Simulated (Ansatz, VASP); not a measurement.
**Two plane-wave programs on SiC**

Contents of INCAR:

```
  PREC = Accurate
  ENCUT = 520
  EDIFF = 1E-6
  ISMEAR = 0
  SIGMA = 0.05
  LREAL = False
  LASPH = True
  NELM = 100
  ALGO = Normal
  ISIF = 2
  LWAVE = False
  LCHARG = False
  GGA = PE
  NBANDS = 11
```

KPOINTS

```
Automatic mesh
0
Gamma
  4 4 4
```

The input POSCAR:

```
SiC
1.0
    0.0000000000      2.1389293512      2.2458758187
    2.1389293512      0.0000000000      2.2458758187
    2.1389293512      2.1389293512      0.0000000000
Si C
1 1
Direct
    0.0000000000      0.0000000000      0.0000000000
    0.7500000000      0.7500000000      0.7500000000
```

Input for Ansatz:

```yaml
crystal:
  lattice:
    - [0.0, 2.1389293512, 2.2458758187]
    - [2.1389293512, 0.0, 2.2458758187]
    - [2.1389293512, 2.1389293512, 0.0]
  atoms:
    - { symbol: Si, position: [0.0, 0.0, 0.0] }
    - { symbol: C, position: [0.75, 0.75, 0.75] }
basis:
  ecutwfc: 420
kpoints:
  mp_grid: { grid: [4, 4, 4] }
hamiltonian:
  xc: pbe
scf:
  occupations: { method: gaussian, width: 0.05 }
output:
  forces: true
  stress: true
  eigenvalues: true
```

Alike in both runs: task single point; functional PBE; k mesh 4 × 4 × 4; occupations gaussian, width 0.05 eV; no spin polarisation.

|  | VASP | Ansatz |
| --- | --- | --- |
| version | VASP 6.6.1 | Ansatz 0.2.0 |
| potentials or method | VASP PAW PBE potentials, release 64 (Si, C), cutoff 520 eV | scalar-relativistic, plane waves, PAW |
| valence electrons in the cell | 8 | 8 |

```csv
,VASP,Ansatz,Ansatz less VASP
gap on the k mesh at the Fermi level (eV),1.04,1.05,+0.003
least direct gap on the mesh (eV),4.47,4.48,+0.004
pressure (GPa),5.0,5.1,+0.07
"traceless stress, the component that is largest in VASP (GPa)",-9.13,-9.12,+0.015
```

With one functional, cell and mesh, what is left measures potentials, basis and numerics.

The k mesh is coarse, so the values compare programs but aren't converged.
